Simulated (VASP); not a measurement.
# Mg2Ti3O3 (I4/mmm) in VASP: single point with PBE

Aim: the single point of Mg2Ti3O3 with PBE.

All numbers are computed with VASP 6.6.1; they aren't measurements. Logs are shortened: lines on timing, memory, paths and dates and some standing lists are left out, and cuts for length are marked.

## Step 1: The cell of the first run

Symmetry: I4/mmm, No. 139, tetragonal system. The conventional cell has a = 5.486 Å, b = 5.486 Å, c = 8.225 Å, α = 90.00°, β = 90.00°, γ = 90.00°. Mg (site symmetry 4mm) has 1 O at 1.70 Å within 2.3 Å. Within 2.7 Å of Ti (site symmetry -4m2) lie 2 O at 2.06 Å. Within 3.2 Å of Ti (site symmetry 4/mmm) lie 2 Mg at 2.41 Å and 4 O at 2.74 Å. Within 2.3 Å of O (site symmetry 4/mmm) lie 2 Mg at 1.70 Å. O (site symmetry mmm) has 2 Ti at 2.06 Å within 2.7 Å.

## Step 2: Single point, PBE, collinear spin, ferromagnetic start

Contents of INCAR:

```
SYSTEM = Mg2Ti3O3
PREC = Accurate ; ENCUT = 520
EDIFF = 1E-6 ; ISMEAR = 0
SIGMA = 0.2 ; LREAL = .False.
LASPH = .True. ; NELM = 150
ALGO = Normal ; ISIF = 2
LWAVE = .False. ; LCHARG = .True.
ISPIN = 2 ; MAGMOM = 0 0 1 1 1 0 0 0
LORBIT = 11 ; LMAXMIX = 4
GGA = PE ; LELF = .True.
LVHAR = .True. ; NBANDS = 43
```

Contents of KPOINTS:

```
regular mesh
0
Gamma
  4 4 4
  0 0 0
```

Contents of POSCAR:

```
Mg2Ti3O3
1.0
   -2.7428168087      2.7428168087      4.1127229507
    2.7428168087     -2.7428168087      4.1127229507
    2.7428168087      2.7428168087     -4.1127229507
Mg Ti O
2 3 3
Direct
    0.7068685421      0.7068685421      0.0000000000
    0.2931314579      0.2931314579      0.0000000000
    0.7500000000      0.2500000000      0.5000000000
    0.2500000000      0.7500000000      0.5000000000
    0.0000000000      0.0000000000      0.0000000000
    0.5000000000      0.5000000000      0.0000000000
    0.5000000000      0.0000000000      0.5000000000
    0.0000000000      0.5000000000      0.5000000000
```

Potentials or basis: VASP PAW PBE potentials, release 64 (Mg, Ti_sv, O).

Started as:

```
> cat potpaw_PBE.64/Mg/POTCAR potpaw_PBE.64/Ti_sv/POTCAR potpaw_PBE.64/O/POTCAR > POTCAR
> mpirun -np 1 vasp_std > vasp.out
```

OUTCAR:

```text
SYSTEM = Mg2Ti3O3
   PREC = Accurate
   ENCUT = 520
   EDIFF = 1E-6
   ISMEAR = 0
   LREAL = .False.
   LASPH = .True.
   NELM = 150
   ISIF = 2
   ISPIN = 2
   LORBIT = 11
   GGA = PE

 ion  position               nearest neighbor table
   1  0.707  0.707  0.000-   6 1.70   5 2.41   4 2.77   3 2.77   3 2.77   4 2.77   2 3.40
   2  0.293  0.293  0.000-   6 1.70   5 2.41   3 2.77   4 2.77   4 2.77   3 2.77   1 3.40
   3  0.750  0.250  0.500-   7 2.06   8 2.06   2 2.77   1 2.77   2 2.77   1 2.77
   4  0.250  0.750  0.500-   7 2.06   8 2.06   2 2.77   1 2.77   2 2.77   1 2.77
   5  0.000  0.000  0.000-   1 2.41   2 2.41
   6  0.500  0.500  0.000-   1 1.70   2 1.70
   7  0.500  0.000  0.500-   3 2.06   4 2.06
   8  0.000  0.500  0.500-   3 2.06   4 2.06

  LATTYP: Found a body centered tetragonal cell.
 ALAT       =     5.4856336174
 C/A-ratio  =     1.4994522921

  Lattice vectors:

 A1 = (  -2.7428168087,   2.7428168087,   4.1127229507)
 A2 = (   2.7428168087,  -2.7428168087,   4.1127229507)
 A3 = (   2.7428168087,   2.7428168087,  -4.1127229507)

Analysis of symmetry for initial positions (statically):
=====================================================================
 Subroutine PRICEL returns:
 Original cell was already a primitive cell.

 Routine SETGRP: Setting up the symmetry group for a
 body centered tetragonal supercell.

 Subroutine GETGRP returns: Found 16 space group operations
 (whereof 16 operations were pure point group operations)
 out of a pool of 16 trial point group operations.

The static configuration has the point symmetry D_4h.

Analysis of symmetry for dynamics (positions and initial velocities):
=====================================================================
 Subroutine PRICEL returns:
 Original cell was already a primitive cell.

 Routine SETGRP: Setting up the symmetry group for a
 body centered tetragonal supercell.

 Subroutine GETGRP returns: Found 16 space group operations
 (whereof 16 operations were pure point group operations)
 out of a pool of 16 trial point group operations.

The dynamic configuration has the point symmetry D_4h.

Analysis of structural, dynamic, and magnetic symmetry:
=====================================================================
 Subroutine PRICEL returns:
 Original cell was already a primitive cell.

 Routine SETGRP: Setting up the symmetry group for a
 body centered tetragonal supercell.

 Subroutine GETGRP returns: Found 16 space group operations
 (whereof 16 operations were pure point group operations)
 out of a pool of 16 trial point group operations.

The overall configuration has the point symmetry D_4h.

 Subroutine INISYM returns: Found 16 space group operations
 (whereof 16 operations are pure point group operations),
 and found     1 'primitive' translations

----------------------------------------------------------------------------------------

                                     Primitive cell

  volume of cell :     123.7608

  direct lattice vectors                    reciprocal lattice vectors
    -2.742816809  2.742816809  4.112722951     0.000000000  0.182294347  0.121573956
     2.742816809 -2.742816809  4.112722951     0.182294347  0.000000000  0.121573956
     2.742816809  2.742816809 -4.112722951     0.182294347  0.182294347  0.000000000

  length of vectors
     5.653368745  5.653368745  5.653368745     0.219115166  0.219115166  0.257803138

  position of ions in fractional coordinates (direct lattice)
     0.706868542  0.706868542  0.000000000
     0.293131458  0.293131458  0.000000000
     0.750000000  0.250000000  0.500000000
     0.250000000  0.750000000  0.500000000
     0.000000000  0.000000000  0.000000000
     0.500000000  0.500000000  0.000000000
     0.500000000  0.000000000  0.500000000
     0.000000000  0.500000000  0.500000000

  ion indices of the primitive-cell ions
   primitive index   ion index
                 1           1
                 2           2
                 3           3
[... 38 lines left out ...]
  0.500000  0.250000  0.000000     16.000000
 -0.250000  0.250000  0.000000      4.000000
  0.500000  0.500000  0.000000      2.000000
  0.250000  0.250000  0.250000      2.000000
 -0.250000  0.250000  0.250000      4.000000
  0.500000  0.500000  0.250000      4.000000
 -0.250000  0.500000  0.250000      8.000000
 -0.250000 -0.250000  0.250000      2.000000
  0.500000  0.500000  0.500000      1.000000
   k-points           NKPTS =     13   k-points in BZ     NKDIM =     13   number of bands    NBANDS=     43
   number of dos      NEDOS =    301   number of ions     NIONS =      8
   total plane-waves  NPLWV =  74088
   dimension x,y,z NGX =    42 NGY =   42 NGZ =   42
   dimension x,y,z NGXF=    84 NGYF=   84 NGZF=   84
   ions per type =               2   3   3
   NGX,Y,Z   is equivalent  to a cutoff of  12.35, 12.35, 12.35 a.u.
   NGXF,Y,Z  is equivalent  to a cutoff of  24.70, 24.70, 24.70 a.u.
 SYSTEM =  Mg2Ti3O3
   PREC   = accura    normal or accurate (medium, high low for compatibility)
   ISTART =      0    job   : 0-new  1-cont  2-samecut
   ICHARG =      2    charge: 1-file 2-atom 10-const
   ISPIN  =      2    spin polarized calculation?
   LNONCOLLINEAR =      F non collinear calculations
   LSORBIT =      F    spin-orbit coupling
   LASPH  =      T    aspherical Exc in radial PAW
   ENCUT  =  520.0 eV  38.22 Ry    6.18 a.u.  10.51 10.51 10.51*2*pi/ulx,y,z
   NELM   =    150;   NELMIN=  2; NELMDL= -5     # of ELM steps
   EDIFF  = 0.1E-05   stopping-criterion for ELM
   LREAL  =      F    real-space projection
[... 7 lines left out ...]
   TEBEG  =    0.0;   TEEND  =   0.0 temperature during run
   PSTRESS=    0.0 pullay stress
   NELECT =      58.0000    total number of electrons
   NUPDOWN=      -1.0000    fix difference up-down
   EMIN   =  10.00;   EMAX   =-10.00  energy-range for DOS
   EFERMI =   0.00;   METHOD = LEGACY
   ISMEAR =     0;   SIGMA  =   0.20  broadening in eV -4-tet -1-fermi 0-gaus
   EFERMI_NEDOS =   21; number of points for ismear=-14 and -15
   IALGO  =     38    algorithm
   IMIX   =      4    mixing-type and parameters
     AMIX     =   0.40;   BMIX     =  1.00
     AMIX_MAG =   1.60;   BMIX_MAG =  1.00
  volume/ion in A,a.u.               =      15.47       104.40
  Fermi-wavevector in a.u.,A,eV,Ry     =   1.271617  2.403009 22.000769  1.617011
  Thomas-Fermi vector in A             =   2.404541
   LORBIT       =     11    0 simple, 1 ext, 2 COOP (PROOUT), +10 PAW based schemes
   GGA     = PE    functional components
   LHFCALC =     F    Hartree Fock is set to
   AEXX    =    0.0000 exact exchange contribution
   IVDW    =     0    specifies the selected vdW correction
   LEPSILON=     F    determine dielectric tensor
   LRPA    =     F    only Hartree local field effects (RPA)
 spin polarized calculation
 Gauss-broadening in eV      SIGMA  =   0.20
  energy-cutoff  :      520.00
  volume of cell :      123.76
 maximum number of plane-waves:      3368
   NGX = 21   NGY = 21   NGZ = 21

 number of electron      58.0000021 magnetization       0.0006748

 Free energy of the ion-electron system (eV)
  ---------------------------------------------------
  ext. energy  EPLUGINS =         0.00000000
  ---------------------------------------------------
  free energy    TOTEN  =       -45.91616858 eV

  energy without entropy =      -45.81233682  energy(sigma->0) =      -45.86425270

 E-fermi :   4.4111     XC(G=0): -10.1230

 val. band max:        4.4052215444   @ k =   0.5000   0.5000   0.2500
 cond. band min:       4.4870846564   @ k =  -0.2500   0.2500   0.2500
 fundamental gap:      0.0818631120
 Fermi energy:         4.4111319420

 spin component 1

 k-point     1 :       0.0000    0.0000    0.0000
  band No.  band energies     occupation
      1     -53.1461      1.00000
      2     -53.0441      1.00000
      3     -53.0423      1.00000
      4     -29.5541      1.00000
      5     -29.5541      1.00000
      6     -29.4020      1.00000
[... 561 lines left out ...]
     40       6.4197      0.00000
     41       6.6748      0.00000
 Fermi energy:         4.4111319420

 spin component 2

 k-point     1 :       0.0000    0.0000    0.0000
  band No.  band energies     occupation
      1     -53.1463      1.00000
      2     -53.0438      1.00000
      3     -53.0419      1.00000
      4     -29.5543      1.00000
      5     -29.5543      1.00000
      6     -29.4018      1.00000
[... 561 lines left out ...]
     40       6.4198      0.00000
     41       6.6750      0.00000
 [bands above 41 left out]

------------------------ aborting loop because EDIFF is reached ----------------------------------------

  FORCE on cell =-STRESS in cart. coord.  units (eV):
  Direction    XX          YY          ZZ          XY          YZ          ZX
  --------------------------------------------------------------------------------------
  -------------------------------------------------------------------------------------
  Total       -0.0044045     -0.0044045      1.1509597      0.0000000     -0.0000000      0.0000000
  in kB       -0.0570195     -0.0570195     14.9000480      0.0000000     -0.0000000      0.0000000
  external PRESSURE =       4.9286697 kB  Pullay stress =       0.0000000 kB

 VOLUME and BASIS-vectors are now :
 -----------------------------------------------------------------------------
  energy-cutoff  :      520.00
  volume of cell :      123.76
      direct lattice vectors                 reciprocal lattice vectors
    -2.742816809  2.742816809  4.112722951     0.000000000  0.182294347  0.121573956
     2.742816809 -2.742816809  4.112722951     0.182294347  0.000000000  0.121573956
     2.742816809  2.742816809 -4.112722951     0.182294347  0.182294347  0.000000000

 POSITION                                       TOTAL-FORCE (eV/Angst)
 -----------------------------------------------------------------------------------
      0.00000      0.00000      5.81431        -0.000000     -0.000000      0.151432
      0.00000      0.00000      2.41114         0.000000      0.000000     -0.151432
      0.00000      2.74282      2.05636         0.000000      0.000000     -0.000000
      2.74282      0.00000      2.05636         0.000000      0.000000     -0.000000
      0.00000      0.00000      0.00000         0.000000      0.000000      0.000000
      0.00000      0.00000      4.11272         0.000000      0.000000      0.000000
      0.00000      2.74282      0.00000         0.000000      0.000000      0.000000
      2.74282      0.00000      0.00000         0.000000      0.000000      0.000000
 -----------------------------------------------------------------------------------
    total drift:                               -0.000000     -0.000000      0.000000

  FREE ENERGIE OF THE ION-ELECTRON SYSTEM (eV)
  ---------------------------------------------------
  free  energy   TOTEN  =       -45.9161685778 eV

  energy  without entropy=      -45.8123368171  energy(sigma->0) =      -45.86425270

 total charge

# of ion       s       p       d       tot
------------------------------------------
    1        0.274   0.255   0.073   0.603
    2        0.274   0.255   0.073   0.603
    3        2.185   6.101   1.816  10.102
    4        2.185   6.101   1.816  10.102
    5        2.150   6.036   1.881  10.068
    6        1.586   3.503   0.000   5.089
    7        1.572   3.329   0.000   4.901
    8        1.572   3.329   0.000   4.901
--------------------------------------------------
tot         11.798  28.910   5.660  46.368

 magnetization (x)

# of ion       s       p       d       tot
------------------------------------------
    1       -0.000   0.000   0.000   0.000
    2       -0.000   0.000   0.000   0.000
    3        0.000   0.000   0.000   0.000
    4        0.000   0.000   0.000   0.000
    5       -0.000  -0.000  -0.000  -0.000
    6        0.000  -0.000   0.000  -0.000
    7       -0.000  -0.000   0.000  -0.000
    8       -0.000  -0.000   0.000  -0.000
--------------------------------------------------
tot          0.000  -0.000   0.000   0.000
```

It took 5.7 min on 1 thread of Intel Xeon 6975P-C, shared host; peak memory 0.38 GiB.

What came out:

* Free energy: -45.9162 eV
* Pressure: 0.5 GPa
* Largest force: 0.151 eV/Å
* Band gap on the k mesh: zero (filled and empty bands overlap)
* Net moment: 0.00 μB per cell
* Valence electrons inside the program's atomic spheres: Mg 0.60; Ti 10.10, 10.07; O 5.09, 4.90

Forces on the atoms (eV/Å):
```
Mg   0.000  0.000  0.151
Mg   0.000  0.000 -0.151
Ti   0.000  0.000  0.000
Ti   0.000  0.000  0.000
Ti   0.000  0.000  0.000
O    0.000  0.000  0.000
O    0.000  0.000  0.000
O    0.000  0.000  0.000
```

Levels at points of the mesh, in eV from the Fermi level:
Spin up:
```csv
k point,band 25,band 26,band 27,band 28,band 29,band 30,band 31,band 32,band 33,band 34
"(0.00, 0.00, 0.00)",-0.82,-0.82,-0.64,-0.34,-0.34,0.30,0.66,1.00,1.00,1.08
"(0.50, 0.00, 0.00)",-1.30,-0.95,-0.56,-0.23,-0.10,-0.04,0.52,0.67,1.09,1.22
"(0.50, 0.50, 0.00)",-1.60,-1.39,-0.52,-0.48,-0.38,0.24,0.89,0.92,1.02,1.11
"(0.50, 0.50, 0.50)",-0.45,-0.45,-0.35,-0.34,-0.34,0.51,0.56,0.73,0.94,1.31
```
Spin down:
```tsv
k point	band 27	band 28	band 29	band 30	band 31	band 32
(0.00, 0.00, 0.00)	-0.64	-0.34	-0.34	0.30	0.66	1.00
(0.50, 0.00, 0.00)	-0.56	-0.23	-0.10	-0.04	0.52	0.67
(0.50, 0.50, 0.00)	-0.52	-0.48	-0.38	0.24	0.89	0.92
(0.50, 0.50, 0.50)	-0.35	-0.34	-0.34	0.51	0.56	0.73
```

Caveat: the k points lie up to 0.40 Å⁻¹ apart.
